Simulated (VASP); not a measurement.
A run of VASP 6.6.1 is set up as follows.

INCAR

```
  PREC = Accurate
  ENCUT = 520
  EDIFF = 1E-6
  ISMEAR = -1
  SIGMA = 0.05
  LREAL = Auto
  LASPH = T
  NELM = 60
  ALGO = Normal
  ISIF = 2
  LWAVE = F
  LCHARG = F
  GGA = PS
  NBANDS = 48
  NELECT = 66.0
```

KPOINTS

```
Automatic mesh
0
Gamma
  2 2 2
```

Contents of POSCAR:

```
LiSi16
1.0
    0.0000000000      5.4300000000      5.4300000000
    5.4300000000      0.0000000000      5.4300000000
    5.4300000000      5.4300000000      0.0000000000
Si Li
16 1
Direct
   -0.0025455482      0.0006888086      0.0011578261
    0.1269476078      0.1227315059      0.1234959929
    0.0025611875     -0.0076986677      0.5027141539
    0.1272002208      0.1227556458      0.6272770087
    0.0020187481      0.5018397302     -0.0057032369
    0.1269427790      0.6268150287      0.1234977301
    0.0025517217      0.5024088859      0.5027053634
    0.1252616739      0.6242721654      0.6261631074
    0.5008391030      0.0005542410      0.0010432130
    0.6249758875      0.1250683513      0.1248901290
    0.5010592470      0.0007911275      0.4973486372
    0.6231443337      0.1227591190      0.6271497875
    0.5008343428      0.4975668589      0.0010389915
    0.6231362985      0.6266687629      0.1235214143
    0.4933453845      0.5021038533      0.5024422737
    0.6231456135      0.6269370760      0.6271452598
    0.8757389988      0.3732820073      0.3776109487
```

Potentials or basis: VASP PAW PBE potentials, release 64 (Si, Li_sv).

Run with:

```bash
$ cat potpaw_PBE.64/Si/POTCAR potpaw_PBE.64/Li_sv/POTCAR > POTCAR
$ mpirun -np 1 vasp_std > vasp.out
```

(1) Predict the largest force.

Results:

(1) 0.040 eV/Å.

Caveat: the k points lie up to 0.50 Å⁻¹ apart; the cell carries a net charge on a neutralising background, which shifts energy and pressure; the PAW data sets were made with another functional, which shifts forces and pressure a little.
